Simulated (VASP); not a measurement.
# Co (Pm-3m) in VASP: further runs, part 2 of 3

VASP 6.6.1. The steps go on from the part before.

## 4. Relaxation of cell and atoms, PBEsol, collinear spin, ferromagnetic start, target pressure 34 GPa, at which the enthalpy is minimised

This run uses another cell than the first one, of 9.91 Å³/atom, 0.955 times its volume.

The input, INCAR:

```
SYSTEM = Co
  PREC = Accurate
  ENCUT = 600
  EDIFF = 1E-6
  ISMEAR = -1
  SIGMA = 0.08
  LREAL = .FALSE.
  LASPH = .TRUE.
  NELM = 150
  ALGO = Normal
  ISIF = 3
  LWAVE = .FALSE.
  LCHARG = .FALSE.
  ISPIN = 2
  MAGMOM = 1.7
  LORBIT = 11
  LMAXMIX = 4
  GGA = PS
  IBRION = 2
  NSW = 60
  EDIFFG = -0.005
  PSTRESS = 340.0
```

The input, KPOINTS:

```
Automatic mesh
0
G
  18 18 18
  0 0 0
```

The input, POSCAR:

```
Co
1.0
    2.1479982030      0.0000000000      0.0000000000
    0.0000000000      2.1479982030      0.0000000000
    0.0000000000      0.0000000000      2.1479982030
Co
1
Direct
    0.0000000000      0.0000000000      0.0000000000
```

Potentials or basis: VASP PAW PBE potentials, release 64 (Co).

Run with:

```bash
cat potpaw_PBE.64/Co/POTCAR > POTCAR
mpirun -np 1 vasp_std > vasp.out
```

OUTCAR:

```text
SYSTEM = Co
   PREC = Accurate
   ENCUT = 600
   EDIFF = 1E-6
   ISMEAR = -1
   LREAL = .FALSE.
   LASPH = .TRUE.
   NELM = 150
   ISIF = 3
   ISPIN = 2
   LORBIT = 11
   GGA = PS
   IBRION = 2
   NSW = 60
   EDIFFG = -0.005
   PSTRESS = 340.0

 ion  position               nearest neighbor table
   1  0.000  0.000  0.000-

  LATTYP: Found a simple cubic cell.
 ALAT       =     2.1479982030

  Lattice vectors:

 A1 = (   2.1479982030,   0.0000000000,   0.0000000000)
 A2 = (   0.0000000000,   2.1479982030,   0.0000000000)
 A3 = (   0.0000000000,   0.0000000000,   2.1479982030)

Analysis of symmetry for initial positions (statically):
=====================================================================
 Subroutine PRICEL returns:
 Original cell was already a primitive cell.

 Routine SETGRP: Setting up the symmetry group for a
 simple cubic supercell.

 Subroutine GETGRP returns: Found 48 space group operations
 (whereof 48 operations were pure point group operations)
 out of a pool of 48 trial point group operations.

The static configuration has the point symmetry O_h .

Analysis of symmetry for dynamics (positions and initial velocities):
=====================================================================
 Subroutine PRICEL returns:
 Original cell was already a primitive cell.

 Routine SETGRP: Setting up the symmetry group for a
 simple cubic supercell.

 Subroutine GETGRP returns: Found 48 space group operations
 (whereof 48 operations were pure point group operations)
 out of a pool of 48 trial point group operations.

The dynamic configuration has the point symmetry O_h .

Analysis of structural, dynamic, and magnetic symmetry:
=====================================================================
 Subroutine PRICEL returns:
 Original cell was already a primitive cell.

 Routine SETGRP: Setting up the symmetry group for a
 simple cubic supercell.

 Subroutine GETGRP returns: Found 48 space group operations
 (whereof 48 operations were pure point group operations)
 out of a pool of 48 trial point group operations.

The overall configuration has the point symmetry O_h .

 Subroutine INISYM returns: Found 48 space group operations
 (whereof 48 operations are pure point group operations),
 and found     1 'primitive' translations

----------------------------------------------------------------------------------------

                                     Primitive cell

  volume of cell :       9.9106

  direct lattice vectors                    reciprocal lattice vectors
     2.147998203  0.000000000  0.000000000     0.465549738  0.000000000  0.000000000
     0.000000000  2.147998203  0.000000000     0.000000000  0.465549738  0.000000000
     0.000000000  0.000000000  2.147998203     0.000000000  0.000000000  0.465549738

  length of vectors
     2.147998203  2.147998203  2.147998203     0.465549738  0.465549738  0.465549738

  position of ions in fractional coordinates (direct lattice)
     0.000000000  0.000000000  0.000000000

  ion indices of the primitive-cell ions
   primitive index   ion index
                 1           1

[... 55 lines left out ...]
   total plane-waves  NPLWV =   5832
   dimension x,y,z NGX =    18 NGY =   18 NGZ =   18
   dimension x,y,z NGXF=    36 NGYF=   36 NGZF=   36
   ions per type =               1
   NGX,Y,Z   is equivalent  to a cutoff of  13.93, 13.93, 13.93 a.u.
   NGXF,Y,Z  is equivalent  to a cutoff of  27.86, 27.86, 27.86 a.u.
 SYSTEM =  Co
   PREC   = accura    normal or accurate (medium, high low for compatibility)
   ISTART =      0    job   : 0-new  1-cont  2-samecut
   ICHARG =      2    charge: 1-file 2-atom 10-const
   ISPIN  =      2    spin polarized calculation?
   LNONCOLLINEAR =      F non collinear calculations
   LSORBIT =      F    spin-orbit coupling
   LASPH  =      T    aspherical Exc in radial PAW
   ENCUT  =  600.0 eV  44.10 Ry    6.64 a.u.   4.29  4.29  4.29*2*pi/ulx,y,z
   NELM   =    150;   NELMIN=  2; NELMDL= -5     # of ELM steps
   EDIFF  = 0.1E-05   stopping-criterion for ELM
   LREAL  =      F    real-space projection
   EDIFFG = -.5E-02   stopping-criterion for IOM
   NSW    =     60    number of steps for IOM
   IBRION =      2    ionic relax: 0-MD 1-quasi-New 2-CG
   NFREE  =      1    steps in history (QN), initial steepest desc. (CG)
   ISIF   =      3    stress and relaxation
   ISYM   =      2    0-nonsym 1-usesym 2-fastsym
   POTIM  = 0.5000    time-step for ionic-motion
   TEBEG  =    0.0;   TEEND  =   0.0 temperature during run
   PSTRESS=  340.0 pullay stress
   NELECT =       9.0000    total number of electrons
   NUPDOWN=      -1.0000    fix difference up-down
   EMIN   =  10.00;   EMAX   =-10.00  energy-range for DOS
   EFERMI =   0.00;   METHOD = LEGACY
   ISMEAR =    -1;   SIGMA  =   0.08  broadening in eV -4-tet -1-fermi 0-gaus
   EFERMI_NEDOS =   21; number of points for ismear=-14 and -15
   IALGO  =     38    algorithm
   IMIX   =      4    mixing-type and parameters
     AMIX     =   0.40;   BMIX     =  1.00
     AMIX_MAG =   1.60;   BMIX_MAG =  1.00
  volume/ion in A,a.u.               =       9.91        66.88
  Fermi-wavevector in a.u.,A,eV,Ry     =   1.585338  2.995854 34.195458  2.513295
  Thomas-Fermi vector in A             =   2.684818
   LORBIT       =     11    0 simple, 1 ext, 2 COOP (PROOUT), +10 PAW based schemes
   GGA     = PS    functional components
   LHFCALC =     F    Hartree Fock is set to
   AEXX    =    0.0000 exact exchange contribution
   IVDW    =     0    specifies the selected vdW correction
   LEPSILON=     F    determine dielectric tensor
   LRPA    =     F    only Hartree local field effects (RPA)
 conjugate gradient relaxation of ions
 spin polarized calculation
  energy-cutoff  :      600.00
  volume of cell :        9.91
 maximum number of plane-waves:       344
 NGX is ok and might be reduce to    18
   NGX =  9   NGY =  9   NGZ =  9

--------------------------------------- Ionic step        1  -------------------------------------------

 number of electron       8.9999998 magnetization       1.3595408

 Free energy of the ion-electron system (eV)
  ---------------------------------------------------
  ext. energy  EPLUGINS =         0.00000000
  ---------------------------------------------------
  free energy    TOTEN  =        -6.64727932 eV

  energy without entropy =       -6.62134401  energy(sigma->0) =       -6.63431167

------------------------ aborting loop because EDIFF is reached ----------------------------------------

  FORCE on cell =-STRESS in cart. coord.  units (eV):
  Direction    XX          YY          ZZ          XY          YZ          ZX
  --------------------------------------------------------------------------------------
  -------------------------------------------------------------------------------------
  Total        2.9542421      2.9542421      2.9542421      0.0000000      0.0000000     -0.0000000
  in kB      477.5896669    477.5896669    477.5896669      0.0000000      0.0000000     -0.0000000
  external PRESSURE =     137.5896669 kB  Pullay stress =     340.0000000 kB
[... 24 lines left out ...]
--------------------------------------- Ionic step        2  -------------------------------------------

 number of electron       8.9999989 magnetization       1.5736545

 E-fermi :   9.9377     XC(G=0): -13.3054

 val. band max:        9.9364813675   @ k =   0.2222   0.2222   0.0000
 cond. band min:       9.9393724619   @ k =   0.5000   0.1111   0.0556
 fundamental gap:      0.0028910944
 Fermi energy:         9.9377262796

 spin component 1

 k-point     1 :       0.0000    0.0000    0.0000
  band No.  band energies     occupation
      1       0.9335      1.00000
      2       5.2072      1.00000
      3       5.2072      1.00000
      4       9.2523      0.99981
      5       9.2523      0.99981
      6       9.2524      0.99981
      7      30.5251      0.00000
      8      30.5251      0.00000
      9      30.5251      0.00000
[... 641 lines left out ...]
--------------------------------------- Ionic step        4  -------------------------------------------

 number of electron       9.0000009 magnetization       1.4197183

 Free energy of the ion-electron system (eV)
  ---------------------------------------------------
  ext. energy  EPLUGINS =         0.00000000
  ---------------------------------------------------
  free energy    TOTEN  =        -6.75055283 eV

  energy without entropy =       -6.72296883  energy(sigma->0) =       -6.73676083

 E-fermi :  11.1246     XC(G=0): -13.7782

 val. band max:       11.1214859948   @ k =   0.3889   0.3889   0.3889
 cond. band min:      11.1249770911   @ k =   0.5000   0.3889   0.0000
 fundamental gap:      0.0034910963
 Fermi energy:        11.1246247154

 spin component 1

 k-point     1 :       0.0000    0.0000    0.0000
  band No.  band energies     occupation
      1       1.6430      1.00000
      2       6.0634      1.00000
      3       6.0634      1.00000
      4      10.6708      0.99657
      5      10.6708      0.99657
      6      10.6709      0.99657
      7      32.8144      0.00000
      8      32.8144      0.00000
      9      32.8144      0.00000
[... 600 lines left out ...]
  energy  without entropy=       -6.7229688338  energy(sigma->0) =       -6.73676083

  enthalpy is  TOTEN    =        -4.5609096662 eV   P V=        2.1896431663

 reached required accuracy - stopping structural energy minimisation

 total charge

# of ion       s       p       d       tot
------------------------------------------
    1        0.575   0.555   7.451   8.582

 magnetization (x)

# of ion       s       p       d       tot
------------------------------------------
    1        0.008  -0.000   1.403   1.410
```

OSZICAR:

```text
N       E                     dE             d eps       ncg     rms          rms(c)
DAV:   1     0.230900838006E+02    0.23090E+02   -0.46317E+03  7936   0.136E+03
[... 34 lines left out ...]
   3 F= -.45608984E+01 E0= -.45470834E+01  d E =-.167682E-01  mag=     1.4213
       N       E                     dE             d eps       ncg     rms          rms(c)
DAV:   1    -0.675063561907E+01    0.19385E-02   -0.16890E-03  8381   0.727E-01    0.749E-02
DAV:   2    -0.675056566257E+01    0.69957E-04   -0.80732E-04  8406   0.446E-01    0.374E-02
DAV:   3    -0.675055490784E+01    0.10755E-04   -0.64688E-05  8339   0.137E-01    0.208E-02
DAV:   4    -0.675055372938E+01    0.11785E-05   -0.32898E-07  4440   0.758E-03    0.669E-03
DAV:   5    -0.675055283250E+01    0.89687E-06   -0.11394E-06  3996   0.895E-03
   4 F= -.45609097E+01 E0= -.45471177E+01  d E =-.167795E-01  mag=     1.4198
```

CONTCAR:

```text
Co
   1.00000000000000
     2.1770496672190363   -0.0000000000000000   -0.0000000000000000
     0.0000000000000000    2.1770496672190363    0.0000000000000000
     0.0000000000000000    0.0000000000000000    2.1770496672190363
  Co
     1
Direct
     0.0000000000000000    0.0000000000000000    0.0000000000000000

  0.00000000E+00  0.00000000E+00  0.00000000E+00
```

Run time: 46 s. Hardware: 1 thread of Intel Xeon 6975P-C (Granite Rapids), shared host; peak memory 0.17 GiB.

Results:

| Quantity | Value |
| --- | --- |
| Free energy | -6.7506 eV |
| Relaxed volume | 10.32 Å³/atom |
| Relaxed cell | a = 2.177 Å, b = 2.177 Å, c = 2.177 Å, α = 90.00°, β = 90.00°, γ = 90.00° |
| Space group after relaxing (to 0.05 Å) | Pm-3m (No. 221) |
| Energy change on relaxing (the enthalpy is what falls) | -103.3 meV/atom |
| Ionic steps | 4 |
| Pressure after relaxing | 34.0 GPa |
| Net moment | 1.42 μB per cell |
| Site moments | Co +1.41 μB |
| Valence electrons inside the program's atomic spheres | Co 8.58 |

The path:
| step | energy change (eV) | largest force (eV/Å) | pressure (GPa) | volume (Å³) |
| --- | --- | --- | --- | --- |
| 1 | 0.0000 | 0.0000 | 47.76 | 9.91 |
| 2 | -0.2256 | 0.0000 | 13.02 | 11.18 |
| 3 | -0.1053 | 0.0000 | 33.69 | 10.33 |
| 4 | -0.1033 | 0.0000 | 33.96 | 10.32 |

Final structure:
```
Co
1.0
     2.17705    0.00000    0.00000
     0.00000    2.17705    0.00000
     0.00000    0.00000    2.17705
Co
1
Cartesian
  0.0000 0.0000 0.0000
```

Levels at points of the mesh, in eV from the Fermi level:
Spin up:
| k point | band 1 | band 2 | band 3 | band 4 | band 5 | band 6 | band 7 | band 8 | band 9 |
| --- | --- | --- | --- | --- | --- | --- | --- | --- | --- |
| (0.00, 0.00, 0.00) | -9.48 | -5.06 | -5.06 | -0.45 | -0.45 | -0.45 | 21.69 | 21.69 | 21.69 |
| (0.50, 0.00, 0.00) | -4.99 | -4.42 | -2.04 | -2.04 | -1.83 | -0.31 | 5.16 | 25.40 | 29.28 |
| (0.50, 0.50, 0.00) | -6.21 | -3.77 | -1.71 | -1.71 | 0.90 | 5.72 | 5.72 | 12.48 | 14.79 |
| (0.50, 0.50, 0.50) | -4.86 | -4.86 | -4.86 | 0.99 | 0.99 | 13.56 | 14.01 | 14.01 | 14.01 |
Spin down:
```
           k point  band 1  band 2  band 3  band 4  band 5  band 6  band 7  band 8  band 9
(0.00, 0.00, 0.00)   -9.29   -4.08   -4.08    1.35    1.35    1.35   22.04   22.04   22.04
(0.50, 0.00, 0.00)   -4.32   -3.38   -1.70   -0.38   -0.38    1.51    6.07   25.42   29.37
(0.50, 0.50, 0.00)   -5.13   -2.77   -0.01   -0.01    2.20    5.96    5.96   13.17   15.53
(0.50, 0.50, 0.50)   -3.55   -3.55   -3.55    2.29    2.29   13.47   14.40   14.40   14.40
```

Caveat: the cell is relaxed towards a set pressure, so the enthalpy falls and the energy may rise; the PAW data sets were made with another functional, which shifts forces and pressure a little.

(Continued in part 3 of 3.)
